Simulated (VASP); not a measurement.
# TiSnTe3 (R-3m) in VASP: notebook, part 2 of 2

VASP 6.6.1. The steps go on from the part before.

### 6 Relaxation of cell and atoms, PBE

Input file INCAR:

```
SYSTEM = TiSnTe3
ALGO = Normal
EDIFF = 1E-7
EDIFFG = -0.01
ENCUT = 500
GGA = PE
GGA_COMPAT = .FALSE.
IBRION = 2
ISIF = 3
ISMEAR = 0
LASPH = .TRUE.
LCHARG = .FALSE.
LREAL = .FALSE.
LWAVE = .FALSE.
NELM = 120
NELMIN = 4
NSW = 100
PREC = Accurate
SIGMA = 0.1
```

Input file KPOINTS:

```
k-points
0
G
  6 6 6
  0 0 0
```

Input file POSCAR:

```
TiSnTe3
1.0
    3.5536406263      2.0516953722      3.5488123874
   -3.5536406263      2.0516953722      3.5488123874
    0.0000000000     -4.1033907443      3.5488123874
Ti Sn Te
1 1 3
Direct
    0.5000000000      0.5000000000      0.5000000000
    0.0000000000      0.0000000000      0.0000000000
    0.5000000000      0.5000000000      0.0000000000
    0.0000000000      0.5000000000      0.5000000000
    0.5000000000      0.0000000000      0.5000000000
```

Potentials or basis: VASP PAW PBE potentials, release 64 (Ti_sv, Sn_d, Te).

Run with:

```bash
cat potpaw_PBE.64/Ti_sv/POTCAR potpaw_PBE.64/Sn_d/POTCAR potpaw_PBE.64/Te/POTCAR > POTCAR
mpirun -np 1 vasp_std > vasp.out
```

OUTCAR:

```text
SYSTEM = TiSnTe3
   EDIFF = 1E-7
   EDIFFG = -0.01
   ENCUT = 500
   GGA = PE
   IBRION = 2
   ISIF = 3
   ISMEAR = 0
   LASPH = .TRUE.
   LREAL = .FALSE.
   NELM = 120
   NELMIN = 4
   NSW = 100
   PREC = Accurate

 ion  position               nearest neighbor table
   1  0.500  0.500  0.500-   3 2.71   3 2.71   5 2.71   4 2.71   5 2.71   4 2.71
   2  0.000  0.000  0.000-   4 3.55   5 3.55   4 3.55   5 3.55   3 3.55   3 3.55
   3  0.500  0.500  0.000-   1 2.71   1 2.71   4 3.55   5 3.55   5 3.55   4 3.55   2 3.55   2 3.55

   4  0.000  0.500  0.500-   1 2.71   1 2.71   3 3.55   2 3.55   2 3.55   3 3.55   5 3.55   5 3.55

   5  0.500  0.000  0.500-   1 2.71   1 2.71   3 3.55   2 3.55   3 3.55   2 3.55   4 3.55   4 3.55

  LATTYP: Found a trigonal (rhomboedric) cell.
 ALAT       =     5.4251161243
 COS(alpha) =     0.1418584493

  Lattice vectors:

 A1 = (   3.5536406263,   2.0516953722,   3.5488123874)
 A2 = (  -3.5536406263,   2.0516953722,   3.5488123874)
 A3 = (   0.0000000000,  -4.1033907443,   3.5488123874)

Analysis of symmetry for initial positions (statically):
=====================================================================
 Subroutine PRICEL returns:
 Original cell was already a primitive cell.

 Routine SETGRP: Setting up the symmetry group for a
 trigonal (rhombohedral) supercell.

 Subroutine GETGRP returns: Found 12 space group operations
 (whereof 12 operations were pure point group operations)
 out of a pool of 12 trial point group operations.

The static configuration has the point symmetry D_3d.

Analysis of symmetry for dynamics (positions and initial velocities):
=====================================================================
 Subroutine PRICEL returns:
 Original cell was already a primitive cell.

 Routine SETGRP: Setting up the symmetry group for a
 trigonal (rhombohedral) supercell.

 Subroutine GETGRP returns: Found 12 space group operations
 (whereof 12 operations were pure point group operations)
 out of a pool of 12 trial point group operations.

The dynamic configuration has the point symmetry D_3d.

 Subroutine INISYM returns: Found 12 space group operations
 (whereof 12 operations are pure point group operations),
 and found     1 'primitive' translations

----------------------------------------------------------------------------------------

                                     Primitive cell

  volume of cell :     155.2461

  direct lattice vectors                    reciprocal lattice vectors
     3.553640626  2.051695372  3.548812387     0.140700778  0.081233632  0.093928136
    -3.553640626  2.051695372  3.548812387    -0.140700778  0.081233632  0.093928136
     0.000000000 -4.103390744  3.548812387     0.000000000 -0.162467264  0.093928136

  length of vectors
     5.425116124  5.425116124  5.425116124     0.187664878  0.187664878  0.187664878

  position of ions in fractional coordinates (direct lattice)
     0.500000000  0.500000000  0.500000000
     0.000000000  0.000000000  0.000000000
     0.500000000  0.500000000  0.000000000
     0.000000000  0.500000000  0.500000000
     0.500000000  0.000000000  0.500000000

[... 70 lines left out ...]
   PREC   = accura    normal or accurate (medium, high low for compatibility)
   ISTART =      0    job   : 0-new  1-cont  2-samecut
   ICHARG =      2    charge: 1-file 2-atom 10-const
   ISPIN  =      1    spin polarized calculation?
   LNONCOLLINEAR =      F non collinear calculations
   LSORBIT =      F    spin-orbit coupling
   LASPH  =      T    aspherical Exc in radial PAW
   ENCUT  =  500.0 eV  36.75 Ry    6.06 a.u.   9.89  9.89  9.89*2*pi/ulx,y,z
   NELM   =    120;   NELMIN=  4; NELMDL= -5     # of ELM steps
   EDIFF  = 0.1E-06   stopping-criterion for ELM
   LREAL  =      F    real-space projection
   EDIFFG = -.1E-01   stopping-criterion for IOM
   NSW    =    100    number of steps for IOM
   IBRION =      2    ionic relax: 0-MD 1-quasi-New 2-CG
   NFREE  =      1    steps in history (QN), initial steepest desc. (CG)
   ISIF   =      3    stress and relaxation
   ISYM   =      2    0-nonsym 1-usesym 2-fastsym
   POTIM  = 0.5000    time-step for ionic-motion
   TEBEG  =    0.0;   TEEND  =   0.0 temperature during run
   PSTRESS=    0.0 pullay stress
   NELECT =      44.0000    total number of electrons
   NUPDOWN=      -1.0000    fix difference up-down
   EMIN   =  10.00;   EMAX   =-10.00  energy-range for DOS
   EFERMI =   0.00;   METHOD = LEGACY
   ISMEAR =     0;   SIGMA  =   0.10  broadening in eV -4-tet -1-fermi 0-gaus
   EFERMI_NEDOS =   21; number of points for ismear=-14 and -15
   IALGO  =     38    algorithm
   IMIX   =      4    mixing-type and parameters
     AMIX     =   0.40;   BMIX     =  1.00
     AMIX_MAG =   1.60;   BMIX_MAG =  1.00
  volume/ion in A,a.u.               =      31.05       209.53
  Fermi-wavevector in a.u.,A,eV,Ry     =   1.075356  2.032128 15.733641  1.156390
  Thomas-Fermi vector in A             =   2.211210
   LORBIT       =      0    0 simple, 1 ext, 2 COOP (PROOUT), +10 PAW based schemes
   GGA     = PE    functional components
   LHFCALC =     F    Hartree Fock is set to
   AEXX    =    0.0000 exact exchange contribution
   IVDW    =     0    specifies the selected vdW correction
   LEPSILON=     F    determine dielectric tensor
   LRPA    =     F    only Hartree local field effects (RPA)
 conjugate gradient relaxation of ions
 non-spin polarized calculation
 Gauss-broadening in eV      SIGMA  =   0.10
  energy-cutoff  :      500.00
  volume of cell :      155.25
 maximum number of plane-waves:      3958
   NGX = 19   NGY = 19   NGZ = 19

--------------------------------------- Ionic step        1  -------------------------------------------

 number of electron      44.0000006 magnetization

 Free energy of the ion-electron system (eV)
  ---------------------------------------------------
  ext. energy  EPLUGINS =         0.00000000
  ---------------------------------------------------
  free energy    TOTEN  =       -21.39669738 eV

  energy without entropy =      -21.36924109  energy(sigma->0) =      -21.38296924

------------------------ aborting loop because EDIFF is reached ----------------------------------------

  FORCE on cell =-STRESS in cart. coord.  units (eV):
  Direction    XX          YY          ZZ          XY          YZ          ZX
  --------------------------------------------------------------------------------------
  -------------------------------------------------------------------------------------
  Total        0.6110588      0.6110588     -1.4326221      0.0000000     -0.0000000      0.0000000
  in kB        6.3062748      6.3062748    -14.7850078      0.0000000     -0.0000000      0.0000000
  external PRESSURE =      -0.7241527 kB  Pullay stress =       0.0000000 kB
[... 98 lines left out ...]
  FREE ENERGIE OF THE ION-ELECTRON SYSTEM (eV)
  ---------------------------------------------------
  free  energy   TOTEN  =       -21.4770900914 eV

  energy  without entropy=      -21.4466550314  energy(sigma->0) =      -21.46187256

[... ionic steps 4 to 11 ...]

--------------------------------------- Ionic step       12  -------------------------------------------

 number of electron      44.0000016 magnetization

------------------------ aborting loop because EDIFF is reached ----------------------------------------
[... 73 lines left out ...]
--------------------------------------- Ionic step       14  -------------------------------------------

 number of electron      44.0000016 magnetization

 Free energy of the ion-electron system (eV)
  ---------------------------------------------------
  ext. energy  EPLUGINS =         0.00000000
  ---------------------------------------------------
  free energy    TOTEN  =       -21.52715955 eV

  energy without entropy =      -21.50022755  energy(sigma->0) =      -21.51369355

 E-fermi :   6.0576     XC(G=0):  -9.3535

 val. band max:        6.0489382215   @ k =  -0.3333   0.1667   0.1667
 cond. band min:       6.0597380973   @ k =   0.5000   0.3333   0.0000
 fundamental gap:      0.0107998758
 Fermi energy:         6.0576399846

 k-point     1 :       0.0000    0.0000    0.0000
  band No.  band energies     occupation
      1     -51.7028      2.00000
      2     -27.9837      2.00000
      3     -27.9837      2.00000
      4     -27.9816      2.00000
      5     -16.4320      2.00000
      6     -16.4320      2.00000
[... 685 lines left out ...]
     25       6.9600      0.00000
     26       7.4129      0.00000

 [... further k-points ...]

------------------------ aborting loop because EDIFF is reached ----------------------------------------

  FORCE on cell =-STRESS in cart. coord.  units (eV):
  Direction    XX          YY          ZZ          XY          YZ          ZX
  --------------------------------------------------------------------------------------
  -------------------------------------------------------------------------------------
  Total        0.0241260      0.0241260     -0.0056133      0.0000000     -0.0000000     -0.0000000
  in kB        0.2484572      0.2484572     -0.0578079      0.0000000     -0.0000000     -0.0000000
  external PRESSURE =       0.1463688 kB  Pullay stress =       0.0000000 kB
[... 20 lines left out ...]
  FREE ENERGIE OF THE ION-ELECTRON SYSTEM (eV)
  ---------------------------------------------------
  free  energy   TOTEN  =       -21.5271595519 eV

  energy  without entropy=      -21.5002275520  energy(sigma->0) =      -21.51369355

 reached required accuracy - stopping structural energy minimisation
```

Wall time 10 min (1 thread of AMD EPYC 9R45 (Zen 5), shared host); peak memory 0.31 GiB.

Results:

| Property | Result |
| --- | --- |
| Free energy | -21.5272 eV |
| Relaxed volume | 31.12 Å³/atom |
| Relaxed cell | a = 5.378 Å, b = 5.378 Å, c = 5.378 Å, α = 89.74°, β = 89.74°, γ = 89.74° |
| Space group after relaxing (to 0.1 Å) | Pm-3m (No. 221) |
| Energy gained by relaxing | 26.1 meV/atom |
| Ionic steps | 14 |
| Pressure after relaxing | 0.0 GPa |
| Band gap on the k mesh | zero (bands 22 and 23 overlap by 0.77 eV) |

The path:
```
step  energy change (eV)  largest force (eV/Å)  pressure (GPa)  volume (Å³)
   1              0.0000                0.0000           -0.07       155.25
   2             -0.0250                0.0000            0.05       154.91
   3             -0.0804                0.0000            0.54       153.66
   4             -0.0986                0.0000            1.89       150.03
   5             -0.1110                0.0000            1.42       151.30
   6             -0.1245                0.0000            0.34       154.45
   7             -0.1246                0.0000            0.25       154.72
   8             -0.1252                0.0000            0.23       154.81
   9             -0.1267                0.0000            0.15       155.08
  10             -0.1291                0.0000            0.01       155.58
  11             -0.1296                0.0000           -0.26       156.48
  12             -0.1302                0.0000           -0.13       156.06
  13             -0.1302                0.0000           -0.15       156.11
  14             -0.1305                0.0000            0.01       155.58
```

Final structure:
```yaml
crystal:
  lattice:
    - [3.79431, 2.19065, 3.11952]
    - [-3.79431, 2.19065, 3.11952]
    - [0.00000, -4.38129, 3.11952]
  atoms:
    - { symbol: Ti, position: [0.50000, 0.50000, 0.50000] }
    - { symbol: Sn, position: [0.00000, 0.00000, 0.00000] }
    - { symbol: Te, position: [0.50000, 0.50000, 0.00000] }
    - { symbol: Te, position: [0.00000, 0.50000, 0.50000] }
    - { symbol: Te, position: [0.50000, 0.00000, 0.50000] }
```

Caveat: spin-orbit coupling is left out, which moves the levels of the heavy elements.

### 7 Summary

| task | spin | cell | k mesh | gap on the mesh (eV) | pressure (GPa) | relaxed volume (Å³/atom) |
| --- | --- | --- | --- | --- | --- | --- |
| single point | off | a = 5.425 Å, angles 81.8°, 5 atoms | 3 × 3 × 3 | none | 0.0 | - |
| single point | off | a = 5.713 Å, angles 77.1°, 5 atoms | 3 × 3 × 3 | none | -4.3 | - |
| relaxation of cell and atoms | off | relaxed from a = 5.713 Å, angles 77.1°, 5 atoms | 3 × 3 × 3 | none | 0.1 | 31.25 |
| single point | collinear | a = 5.425 Å, angles 81.8°, 5 atoms | 3 × 3 × 3 | none | 0.0 | - |
| relaxation of cell and atoms | off | relaxed from a = 5.425 Å, angles 81.8°, 5 atoms | 6 × 6 × 6 | none | 0.0 | 31.12 |

Alike in all rows: level PBE; potentials or basis VASP PAW PBE potentials, release 64 (Ti_sv, Sn_d, Te); cutoff (eV) 500; smearing gaussian 0.1 eV.

Caveats: some runs use coarse meshes; spin-orbit coupling is left out, which moves the levels of the heavy elements.

Total energies depend on the potentials used, so only differences within one code and one set of settings carry meaning.

The gap in the log of VASP goes by the Fermi energy; the results here count the filled bands.